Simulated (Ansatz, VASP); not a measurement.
## One calculation of HgH3, two programs

```
CELL_PARAMETERS angstrom
7.39820 0.00000 0.00000
0.00000 7.39820 0.00000
0.00000 0.00000 7.39820
ATOMIC_POSITIONS crystal
Hg 0.50000 0.50000 0.50000
Hg 0.00000 0.00000 0.00000
H 0.05081 0.50000 0.50000
H 0.94919 0.50000 0.50000
H 0.50000 0.05081 0.50000
H 0.50000 0.94919 0.50000
H 0.50000 0.50000 0.05081
H 0.50000 0.50000 0.94919
```

Alike in both runs: functional PBE; k mesh 4 × 4 × 4; occupations gaussian, width 0.02 eV; no spin polarisation.

Ansatz relaxed the structure, and its values are those at the end. VASP's run is a single point on that final structure, the one shown.

```csv
,VASP,Ansatz
version,VASP 6.6.1,Ansatz 0.2.0
potentials or method,"VASP PAW PBE potentials, release 64 (Hg, H), cutoff 520 eV","scalar-relativistic, plane waves, PAW"
valence electrons in the cell,30,46
```

```csv
,VASP,Ansatz,Ansatz less VASP
gap on the k mesh at the Fermi level (eV),4.96,4.95,-0.009
least direct gap on the mesh (eV),4.96,4.95,-0.009
pressure (GPa),-0.1,0.0,+0.05
rms of the force components (eV/Å),0.006,0.000,-0.0056
```

VASP's potentials hold 30 valence electrons a cell and Ansatz's 46, so a difference there can come from the potentials and not from the codes. Ansatz's warnings: stress scf threshold loose.

Neither program's run includes spin-orbit coupling.
